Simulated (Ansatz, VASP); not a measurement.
One calculation of Ag, two programs

```
Ag
1.0
     0.00000    3.00403    3.00403
     3.00403    0.00000    3.00403
     3.00403    3.00403    0.00000
Ag
2
Direct
  0.12500 0.12500 0.12500
  0.87500 0.87500 0.87500
```

Alike in both runs: task single point; functional LDA; k mesh 10 × 10 × 10; occupations fermi-dirac, width 0.1 eV; no spin polarisation.

|  | VASP | Ansatz |
| --- | --- | --- |
| version | VASP 6.6.1 | Ansatz 0.2.0 |
| potentials or method | VASP PAW LDA potentials, release 64 (Ag), cutoff 520 eV | plane waves (420 eV) with PAW, scalar-relativistic |
| valence electrons in the cell | 22 | 38 |

|  | VASP | Ansatz | Ansatz less VASP |
| --- | --- | --- | --- |
| pressure (GPa) | -1.8 | -1.8 | -0.04 |

Ansatz warns that its potentials were made for another functional, while VASP's fit it. LDA's correlation is that of Perdew and Zunger in VASP and of Perdew and Wang (1992) in Ansatz. VASP's potentials hold 22 valence electrons a cell and Ansatz's 38, so a difference there can come from the potentials and not from the codes.
